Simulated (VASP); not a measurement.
# Pt (R-3m) in VASP: relaxation of cell and atoms with PBEsol

Aim: the relaxation of cell and atoms of Pt with PBEsol.

All numbers are computed with VASP 6.6.1; they aren't measurements. Logs are shortened: lines on timing, memory, paths and dates and some standing lists are left out, and cuts for length are marked.

### 1 The cell of the first run

It takes space group R-3m (No. 166, trigonal). Conventional cell: a = 3.453 Å, b = 3.453 Å, c = 9.605 Å, α = 90.00°, β = 90.00°, γ = 120.00°. Pt (site symmetry 3m) has 6 Pt at 2.31 to 2.85 Å within 3.1 Å.

### 2 Relaxation of cell and atoms, PBEsol

Input file INCAR:

```
SYSTEM = Pt
ALGO = Normal
EDIFF = 1E-6
EDIFFG = -0.04
ENCUT = 600
GGA = PS
IBRION = 2
ISIF = 3
ISMEAR = 0
LASPH = .TRUE.
LCHARG = .FALSE.
LREAL = .FALSE.
LWAVE = .FALSE.
NELM = 100
NSW = 90
PREC = Accurate
SIGMA = 0.1
```

Input file KPOINTS:

```
k-points
0
G
  6 6 6
  0 0 0
```

Input file POSCAR:

```
Pt
1.0
    1.7265116134      0.9968019447      3.2016087902
   -1.7265116134      0.9968019447      3.2016087902
    0.0000000000     -1.9936038895      3.2016087902
Pt
2
Direct
    0.2275400000      0.2275400000      0.2275400000
    0.7724600000      0.7724600000      0.7724600000
```

Potentials or basis: VASP PAW PBE potentials, release 64 (Pt).

On the command line:

```
$ cat potpaw_PBE.64/Pt/POTCAR > POTCAR
$ mpirun -np 1 vasp_std > vasp.out
```

OUTCAR:

```text
SYSTEM = Pt
   EDIFF = 1E-6
   EDIFFG = -0.04
   ENCUT = 600
   GGA = PS
   IBRION = 2
   ISIF = 3
   ISMEAR = 0
   LASPH = .TRUE.
   LREAL = .FALSE.
   NELM = 100
   NSW = 90
   PREC = Accurate

 ion  position               nearest neighbor table
   1  0.228  0.228  0.228-   2 2.31   2 2.31   2 2.31   2 2.85   2 2.85   2 2.85
   2  0.772  0.772  0.772-   1 2.31   1 2.31   1 2.31   1 2.85   1 2.85   1 2.85

  LATTYP: Found a trigonal (rhomboedric) cell.
 ALAT       =     3.7715719950
 COS(alpha) =     0.5808936906

  Lattice vectors:

 A1 = (   1.7265116134,   0.9968019447,   3.2016087902)
 A2 = (  -1.7265116134,   0.9968019447,   3.2016087902)
 A3 = (   0.0000000000,  -1.9936038895,   3.2016087902)

Analysis of symmetry for initial positions (statically):
=====================================================================
 Subroutine PRICEL returns:
 Original cell was already a primitive cell.

 Routine SETGRP: Setting up the symmetry group for a
 trigonal (rhombohedral) supercell.

 Subroutine GETGRP returns: Found 12 space group operations
 (whereof 12 operations were pure point group operations)
 out of a pool of 12 trial point group operations.

The static configuration has the point symmetry D_3d.

Analysis of symmetry for dynamics (positions and initial velocities):
=====================================================================
 Subroutine PRICEL returns:
 Original cell was already a primitive cell.

 Routine SETGRP: Setting up the symmetry group for a
 trigonal (rhombohedral) supercell.

 Subroutine GETGRP returns: Found 12 space group operations
 (whereof 12 operations were pure point group operations)
 out of a pool of 12 trial point group operations.

The dynamic configuration has the point symmetry D_3d.

 Subroutine INISYM returns: Found 12 space group operations
 (whereof 12 operations are pure point group operations),
 and found     1 'primitive' translations

----------------------------------------------------------------------------------------

                                     Primitive cell

  volume of cell :      33.0596

  direct lattice vectors                    reciprocal lattice vectors
     1.726511613  0.996801945  3.201608790     0.289601296  0.167201386  0.104114324
    -1.726511613  0.996801945  3.201608790    -0.289601296  0.167201386  0.104114324
     0.000000000 -1.993603889  3.201608790     0.000000000 -0.334402772  0.104114324

  length of vectors
     3.771571995  3.771571995  3.771571995     0.350235644  0.350235644  0.350235644

  position of ions in fractional coordinates (direct lattice)
     0.227540000  0.227540000  0.227540000
     0.772460000  0.772460000  0.772460000

  ion indices of the primitive-cell ions
   primitive index   ion index
                 1           1
                 2           2

----------------------------------------------------------------------------------------

 KPOINTS: k-points

Automatic generation of k-mesh.
 Grid dimensions read from file:
 generate k-points for:    6    6    6

 Generating k-lattice:

  Cartesian coordinates                     Fractional coordinates (reciprocal lattice)
     0.048266883  0.027866898  0.017352387     0.166666667  0.000000000  0.000000000
    -0.048266883  0.027866898  0.017352387     0.000000000  0.166666667  0.000000000
     0.000000000 -0.055733795  0.017352387     0.000000000  0.000000000  0.166666667

  Length of vectors
     0.058372607  0.058372607  0.058372607

  Shift w.r.t. Gamma in fractional coordinates (k-lattice)
     0.000000000  0.000000000  0.000000000

 Subroutine IBZKPT returns following result:
 ===========================================

 Found     32 irreducible k-points:

 Following reciprocal coordinates:
            Coordinates               Weight
  0.000000  0.000000  0.000000      1.000000
  0.166667 -0.000000 -0.000000      6.000000
  0.333333  0.000000  0.000000      6.000000
  0.500000  0.000000  0.000000      3.000000
  0.166667  0.166667 -0.000000      6.000000
  0.333333  0.166667  0.000000     12.000000
[... 16 lines left out ...]
  0.500000  0.500000  0.166667      6.000000
 -0.333333  0.500000  0.166667     12.000000
 [... further k-points ...]
   k-points           NKPTS =     32   k-points in BZ     NKDIM =     32   number of bands    NBANDS=     14
   number of dos      NEDOS =    301   number of ions     NIONS =      2
   total plane-waves  NPLWV =  27000
   dimension x,y,z NGX =    30 NGY =   30 NGZ =   30
   dimension x,y,z NGXF=    60 NGYF=   60 NGZF=   60
   ions per type =               2
   NGX,Y,Z   is equivalent  to a cutoff of  13.22, 13.22, 13.22 a.u.
   NGXF,Y,Z  is equivalent  to a cutoff of  26.45, 26.45, 26.45 a.u.
 SYSTEM =  Pt
   PREC   = accura    normal or accurate (medium, high low for compatibility)
   ISTART =      0    job   : 0-new  1-cont  2-samecut
   ICHARG =      2    charge: 1-file 2-atom 10-const
   ISPIN  =      1    spin polarized calculation?
   LNONCOLLINEAR =      F non collinear calculations
   LSORBIT =      F    spin-orbit coupling
   LASPH  =      T    aspherical Exc in radial PAW
   ENCUT  =  600.0 eV  44.10 Ry    6.64 a.u.   7.53  7.53  7.53*2*pi/ulx,y,z
   NELM   =    100;   NELMIN=  2; NELMDL= -5     # of ELM steps
   EDIFF  = 0.1E-05   stopping-criterion for ELM
   LREAL  =      F    real-space projection
   EDIFFG = -.4E-01   stopping-criterion for IOM
   NSW    =     90    number of steps for IOM
   IBRION =      2    ionic relax: 0-MD 1-quasi-New 2-CG
   NFREE  =      1    steps in history (QN), initial steepest desc. (CG)
   ISIF   =      3    stress and relaxation
   ISYM   =      2    0-nonsym 1-usesym 2-fastsym
   POTIM  = 0.5000    time-step for ionic-motion
   TEBEG  =    0.0;   TEEND  =   0.0 temperature during run
   PSTRESS=    0.0 pullay stress
   NELECT =      20.0000    total number of electrons
   NUPDOWN=      -1.0000    fix difference up-down
   EMIN   =  10.00;   EMAX   =-10.00  energy-range for DOS
   EFERMI =   0.00;   METHOD = LEGACY
   ISMEAR =     0;   SIGMA  =   0.10  broadening in eV -4-tet -1-fermi 0-gaus
   EFERMI_NEDOS =   21; number of points for ismear=-14 and -15
   IALGO  =     38    algorithm
   IMIX   =      4    mixing-type and parameters
     AMIX     =   0.40;   BMIX     =  1.00
     AMIX_MAG =   1.60;   BMIX_MAG =  1.00
  volume/ion in A,a.u.               =      16.53       111.55
  Fermi-wavevector in a.u.,A,eV,Ry     =   1.384583  2.616482 26.083306  1.917069
  Thomas-Fermi vector in A             =   2.509073
   LORBIT       =      0    0 simple, 1 ext, 2 COOP (PROOUT), +10 PAW based schemes
   GGA     = PS    functional components
   LHFCALC =     F    Hartree Fock is set to
   AEXX    =    0.0000 exact exchange contribution
   IVDW    =     0    specifies the selected vdW correction
   LEPSILON=     F    determine dielectric tensor
   LRPA    =     F    only Hartree local field effects (RPA)
 conjugate gradient relaxation of ions
 non-spin polarized calculation
 Gauss-broadening in eV      SIGMA  =   0.10
  energy-cutoff  :      600.00
  volume of cell :       33.06
 maximum number of plane-waves:      1112
   NGX = 15   NGY = 15   NGZ = 15

--------------------------------------- Ionic step        1  -------------------------------------------

 number of electron      19.9999999 magnetization

 Free energy of the ion-electron system (eV)
  ---------------------------------------------------
  ext. energy  EPLUGINS =         0.00000000
  ---------------------------------------------------
  free energy    TOTEN  =       -11.53170011 eV

  energy without entropy =      -11.52224494  energy(sigma->0) =      -11.52697252

------------------------ aborting loop because EDIFF is reached ----------------------------------------

  FORCE on cell =-STRESS in cart. coord.  units (eV):
  Direction    XX          YY          ZZ          XY          YZ          ZX
  --------------------------------------------------------------------------------------
  -------------------------------------------------------------------------------------
  Total        9.1250018      9.1250018      3.4585952      0.0000000     -0.0000000     -0.0000000
  in kB      442.2273981    442.2273981    167.6148236      0.0000000     -0.0000000     -0.0000000
  external PRESSURE =     350.6898732 kB  Pullay stress =       0.0000000 kB
[... 21 lines left out ...]
  energy  without entropy=      -11.5222449363  energy(sigma->0) =      -11.52697252

--------------------------------------- Ionic step        2  -------------------------------------------

 number of electron      20.0000002 magnetization

 E-fermi :   3.0783     XC(G=0): -10.3262

 val. band max:        3.0755064350   @ k =   0.5000   0.5000   0.1667
 cond. band min:       3.0819886353   @ k =   0.0000   0.0000   0.0000
 fundamental gap:      0.0064822002
 Fermi energy:         3.0782612030

 k-point     1 :       0.0000    0.0000    0.0000
  band No.  band energies     occupation
      1      -2.3748      2.00000
      2      -0.0746      2.00000
      3      -0.0746      2.00000
      4       0.5426      2.00000
      5       0.5426      2.00000
      6       0.5800      2.00000
      7       3.0820      0.95796
      8       3.1673      0.20818
      9       3.1673      0.20818
     10       3.9926      0.00000
     11       3.9926      0.00000
     12      11.0758      0.00000
     13      11.1277      0.00000
     14      11.1277      0.00000
[... 375 lines left out ...]
 k-point    24 :      -0.3333    0.5000    0.1667
  band No.  band energies     occupation
      1      -0.0764      2.00000
      2       0.2534      2.00000
      3       0.3609      2.00000
      4       0.6955      2.00000
      5       1.2768      2.00000
      6       2.1261      2.00000
      7       2.2291      2.00000
      8       2.5096      2.00000
      9       2.5738      2.00000
     10       3.0551      1.25696
     11       4.9942      0.00000
     12       5.5485      0.00000
     13       6.0527      0.00000
     14       6.6526      0.00000

 [... further k-points ...]
[... 5 lines left out ...]
  --------------------------------------------------------------------------------------
  -------------------------------------------------------------------------------------
  Total       -9.3329125     -9.3329125     -9.2975526      0.0000000      0.0000000      0.0000000
  in kB     -280.4366187   -280.4366187   -279.3741168      0.0000000      0.0000000      0.0000000
  external PRESSURE =    -280.0824514 kB  Pullay stress =       0.0000000 kB
[... 53 lines left out ...]
  FREE ENERGIE OF THE ION-ELECTRON SYSTEM (eV)
  ---------------------------------------------------
  free  energy   TOTEN  =       -12.4310540966 eV

  energy  without entropy=      -12.4050985839  energy(sigma->0) =      -12.41807634

[... ionic steps 4 to 15 ...]

--------------------------------------- Ionic step       16  -------------------------------------------

 number of electron      20.0000003 magnetization

------------------------ aborting loop because EDIFF is reached ----------------------------------------

  FORCE on cell =-STRESS in cart. coord.  units (eV):
  Direction    XX          YY          ZZ          XY          YZ          ZX
  --------------------------------------------------------------------------------------
  -------------------------------------------------------------------------------------
  Total       -0.0328617     -0.0328617     -0.0741080     -0.0000000      0.0000000     -0.0000000
  in kB       -1.5286700     -1.5286700     -3.4473712     -0.0000000      0.0000000     -0.0000000
  external PRESSURE =      -2.1682371 kB  Pullay stress =       0.0000000 kB
[... 57 lines left out ...]
  energy  without entropy=      -12.8648588040  energy(sigma->0) =      -12.87324175

--------------------------------------- Ionic step       18  -------------------------------------------

 number of electron      20.0000003 magnetization

 Free energy of the ion-electron system (eV)
  ---------------------------------------------------
  ext. energy  EPLUGINS =         0.00000000
  ---------------------------------------------------
  free energy    TOTEN  =       -12.88176167 eV

  energy without entropy =      -12.86519594  energy(sigma->0) =      -12.87347881

 E-fermi :   8.7248     XC(G=0): -12.7311

 val. band max:        8.6773063050   @ k =   0.1667   0.1667   0.1667
 cond. band min:       8.7282683877   @ k =  -0.3333   0.5000   0.1667
 fundamental gap:      0.0509620827
 Fermi energy:         8.7247827936

 k-point     1 :       0.0000    0.0000    0.0000
  band No.  band energies     occupation
      1      -0.1023      2.00000
      2       2.7070      2.00000
      3       2.7070      2.00000
      4       3.5927      2.00000
      5       3.5927      2.00000
      6       3.5933      2.00000
      7       9.1056      0.00000
      8       9.1056      0.00000
      9       9.1056      0.00000
     10      10.9831      0.00000
     11      10.9831      0.00000
     12      18.5674      0.00000
     13      19.0484      0.00000
     14      19.0507      0.00000
[... 375 lines left out ...]
 k-point    24 :      -0.3333    0.5000    0.1667
  band No.  band energies     occupation
      1       3.1305      2.00000
      2       3.1585      2.00000
      3       3.6095      2.00000
      4       4.3120      2.00000
      5       4.8922      2.00000
      6       6.8862      2.00000
      7       7.1009      2.00000
      8       7.6779      2.00000
      9       7.7474      2.00000
     10       8.7283      0.96069
     11      10.0314      0.00000
     12      12.1947      0.00000
     13      13.5297      0.00000
     14      13.5632      0.00000

 [... further k-points ...]
[... 5 lines left out ...]
  --------------------------------------------------------------------------------------
  -------------------------------------------------------------------------------------
  Total        0.0244668      0.0244668      0.0384026      0.0000000     -0.0000000     -0.0000000
  in kB        1.1399578      1.1399578      1.7892528      0.0000000     -0.0000000     -0.0000000
  external PRESSURE =       1.3563894 kB  Pullay stress =       0.0000000 kB
[... 17 lines left out ...]
  FREE ENERGIE OF THE ION-ELECTRON SYSTEM (eV)
  ---------------------------------------------------
  free  energy   TOTEN  =       -12.8817616719 eV

  energy  without entropy=      -12.8651959411  energy(sigma->0) =      -12.87347881

 reached required accuracy - stopping structural energy minimisation
```

It took 4 min on 1 thread of Intel Xeon Platinum 8259CL at 2.50GHz (Skylake/Cascade Lake), shared host; peak memory 0.18 GiB.

Results:

| Item | Value |
| --- | --- |
| Free energy | -12.8818 eV |
| Relaxed volume | 17.19 Å³/atom |
| Relaxed cell | a = 3.650 Å, b = 3.650 Å, c = 3.650 Å, α = 60.00°, β = 60.00°, γ = 60.00° |
| Space group after relaxing (to 0.05 Å) | Pm-3m (No. 221) |
| Energy gained by relaxing | 675.0 meV/atom |
| Ionic steps | 18 |
| Pressure after relaxing | 0.1 GPa |
| Largest force after relaxing | 0.007 eV/Å |
| Band gap on the k mesh | zero (band 10 reaches 10.98 eV, above the bottom of band 11 at 7.85 eV) |

Forces on the atoms (eV/Å):
```
Pt   0.000  0.000 -0.007
Pt   0.000  0.000  0.007
```

The path:
| step | energy change (eV) | largest force (eV/Å) | pressure (GPa) | volume (Å³) |
| --- | --- | --- | --- | --- |
| 1 | 0.0000 | 6.2708 | 35.07 | 33.06 |
| 2 | 1.3481 | 0.3399 | -28.01 | 53.32 |
| 3 | -0.8994 | 0.9412 | -15.79 | 38.91 |
| 4 | -0.9405 | 1.2372 | -12.15 | 38.05 |
| 5 | -0.9500 | 1.5523 | -8.57 | 37.33 |
| 6 | -1.2715 | 1.2468 | 4.45 | 33.91 |
| 7 | -1.2792 | 0.7677 | 11.08 | 32.95 |
| 8 | -1.2837 | 0.9854 | 8.43 | 33.30 |
| 9 | -1.2644 | 1.1800 | 0.72 | 34.56 |
| 10 | -1.3392 | 0.1602 | 4.01 | 33.82 |
| 11 | -1.3392 | 0.2421 | 3.78 | 33.85 |
| 12 | -1.3352 | 0.1874 | -4.57 | 35.18 |
| 13 | -1.3477 | 0.0330 | -0.21 | 34.44 |
| 14 | -1.3486 | 0.0091 | -0.03 | 34.41 |
| 15 | -1.3494 | 0.0960 | 0.36 | 34.35 |
| 16 | -1.3499 | 0.0554 | -0.22 | 34.44 |
| 17 | -1.3499 | 0.0445 | -0.37 | 34.47 |
| 18 | -1.3501 | 0.0072 | 0.14 | 34.39 |

Final structure:
```
Pt
1.0
     1.82510    1.05372    2.98012
    -1.82510    1.05372    2.98012
     0.00000   -2.10745    2.98012
Pt
2
Direct
  0.25003 0.25003 0.25003
  0.74997 0.74997 0.74997
```

Levels at points of the mesh, in eV from the Fermi level:
```tsv
k point	band 7	band 8	band 9	band 10	band 11	band 12	band 13	band 14
(0.00, 0.00, 0.00)	0.38	0.38	0.38	2.26	2.26	9.84	10.32	10.33
(0.50, 0.00, 0.00)	-2.09	-2.09	-2.09	-2.08	-0.71	-0.71	13.07	13.07
(0.50, 0.50, 0.00)	-1.51	-1.51	-0.68	0.61	2.10	4.51	4.51	4.76
(0.50, 0.50, 0.50)	-2.09	-2.09	-2.09	-2.09	-0.71	-0.71	13.06	13.07
```

Caveat: the k points lie up to 0.35 Å⁻¹ apart in the final cell; the PAW data sets were made with another functional, which shifts forces and pressure a little; spin-orbit coupling is left out, which moves the levels of the heavy elements.
